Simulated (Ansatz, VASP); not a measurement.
One calculation of SnO2, two programs

File INCAR:

```
SYSTEM = SnO2
ALGO = Normal
EDIFF = 1E-7
ENCUT = 520
GGA = PS
ISIF = 2
ISMEAR = 0
LASPH = .True.
LCHARG = .False.
LREAL = .False.
LWAVE = .False.
NBANDS = 35
NELM = 80
PREC = Accurate
SIGMA = 0.01
```

KPOINTS

```
k-points
0
Gamma
  4 4 6
  0 0 0
```

The input POSCAR:

```
SnO2
1.0
    4.8510112781      0.0000000000      0.0000000000
    0.0000000000      4.9306233178      0.0000000000
    0.0000000000      0.0000000000      3.2835462855
Sn O
2 4
Direct
    0.5000000000      0.5000000000      0.5000000000
    0.0000000000      0.0000000000      0.0000000000
    0.2918550000      0.3210420000      0.0000000000
    0.7918550000      0.1789580000      0.5000000000
    0.2081450000      0.8210420000      0.5000000000
    0.7081450000      0.6789580000      0.0000000000
```

Input for Ansatz:

```yaml
crystal:
  lattice:
    - [4.851011278128624, 0.0, 0.0]
    - [0.0, 4.930623317762006, 0.0]
    - [0.0, 0.0, 3.2835462855220046]
  atoms:
    - { symbol: Sn, position: [0.5, 0.5, 0.5] }
    - { symbol: Sn, position: [0.0, 0.0, 0.0] }
    - { symbol: O, position: [0.291855, 0.321042, 0.0] }
    - { symbol: O, position: [0.791855, 0.178958, 0.5] }
    - { symbol: O, position: [0.208145, 0.821042, 0.5] }
    - { symbol: O, position: [0.708145, 0.678958, 0.0] }
basis:
  ecutwfc: 550.0
kpoints:
  mp_grid:
    grid: [4, 4, 6]
hamiltonian:
  xc: pbesol
  pseudopotentials:
    kind: paw
scf:
  occupations:
    method: fixed
output:
  stress: true
```

Alike in both runs: task single point; functional PBEsol; k mesh 4 × 4 × 6; no spin polarisation.

```csv
,VASP,Ansatz
version,VASP 6.6.1,Ansatz 0.2.0
potentials or method,"VASP PAW PBE potentials, release 64 (Sn_d, O), cutoff 520 eV","plane waves, PAW"
occupations,"gaussian, width 0.01 eV",fixed
valence electrons in the cell,52,52
```

|  | VASP | Ansatz | Ansatz less VASP |
| --- | --- | --- | --- |
| pressure (GPa) | -11.7 | -12.2 | -0.49 |
| traceless stress, the component that is largest in VASP (GPa) | -1.88 | -2.08 | -0.201 |

VASP's potentials were made for PBE, not for PBEsol.
